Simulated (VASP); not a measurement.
## HgPbBr6: single point with PBEsol

The system is HgPbBr6.

```
Hg Pb Br
1.0
     0.00000    5.49466    5.49466
     5.49466    0.00000    5.49466
     5.49466    5.49466    0.00000
Hg Pb Br
1 1 6
Cartesian
  5.4947 5.4947 5.4947
  0.0000 0.0000 0.0000
  2.7708 5.4947 5.4947
  8.2185 5.4947 5.4947
  5.4947 2.7708 5.4947
  5.4947 8.2185 5.4947
  5.4947 5.4947 2.7708
  5.4947 5.4947 8.2185
```

| Item | Value |
| --- | --- |
| Program | VASP 6.6.1 |
| Task | single point |
| Functional | PBEsol |
| Potentials or basis | VASP PAW PBE potentials, release 64 (Hg, Pb_d, Br) |
| Cutoff | 520 eV |
| k mesh | 4 × 4 × 4 |
| Occupations | fermi-dirac, width 0.03 eV |
| Spin | no spin polarisation |
| Dipole correction | no |
| Further INCAR settings | ALGO = Normal; EDIFF = 1e-06; NBANDS = 44 |

| Quantity | Value |
| --- | --- |
| Pressure | 0.1 GPa |
| Largest force | 0.027 eV/Å |
| Band gap on the k mesh | zero (bands 34 and 35 overlap by 0.11 eV) |

Forces in eV/Å, atoms in the order of the input:
```
Hg   0.000  0.000  0.000
Pb   0.000  0.000  0.000
Br  -0.027  0.000  0.000
Br   0.027  0.000  0.000
Br   0.000 -0.027  0.000
Br   0.000  0.027  0.000
Br   0.000  0.000 -0.027
Br   0.000  0.000  0.027
```

Levels at points of the mesh, in eV from the Fermi level:
```
           k point  band 31  band 32  band 33  band 34  band 35  band 36  band 37  band 38
(0.00, 0.00, 0.00)    -0.19    -0.19     0.06     0.06     0.06     4.02     4.02     4.02
(0.50, 0.00, 0.00)    -0.29    -0.28    -0.23    -0.23     0.02     1.42     5.95     5.95
(0.50, 0.50, 0.00)    -0.55    -0.55    -0.19     0.05     1.23     3.42     4.67     4.67
```

Run time: 2.5 min on 1 thread of Intel(R) Xeon(R) Platinum 8488C (Sapphire Rapids) (shared host), peak memory 0.55 GiB.

Caveat: the PAW data sets were made with another functional, which shifts forces and pressure a little; spin-orbit coupling is left out, which moves the levels of the heavy elements.
